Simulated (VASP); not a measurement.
Here is a VASP 6.6.1 calculation.

File INCAR:

```
SYSTEM = Y
  ALGO = Normal
  EDIFF = 1E-6
  ENCUT = 520
  GGA = PE
  ISIF = 2
  ISMEAR = 0
  LASPH = .True.
  LCHARG = .False.
  LREAL = .False.
  LWAVE = .False.
  NBANDS = 18
  NELM = 80
  PREC = Accurate
  SIGMA = 0.1
```

File KPOINTS:

```
k-points
0
Gamma
  12 12 6
  0 0 0
```

File POSCAR:

```
Y
1.0
    3.6579894732      0.0000000029      0.0000000000
   -1.8289947391      3.1679118091      0.0000000000
    0.0000000000      0.0000000000      5.6696519781
Y
2
Direct
    0.3333333333      0.6666666667      0.2500000000
    0.6666666667      0.3333333333      0.7500000000
```

Potentials or basis: VASP PAW PBE potentials, release 64 (Y_sv).

Command:

```bash
$ cat potpaw_PBE.64/Y_sv/POTCAR > POTCAR
$ mpirun -np 1 vasp_std > vasp.out
```

What does it give for the band gap on the k mesh?

Zero (band 11 reaches 4.00 eV, above the bottom of band 12 at 2.53 eV).

Estimate the pressure.

-0.1 GPa.
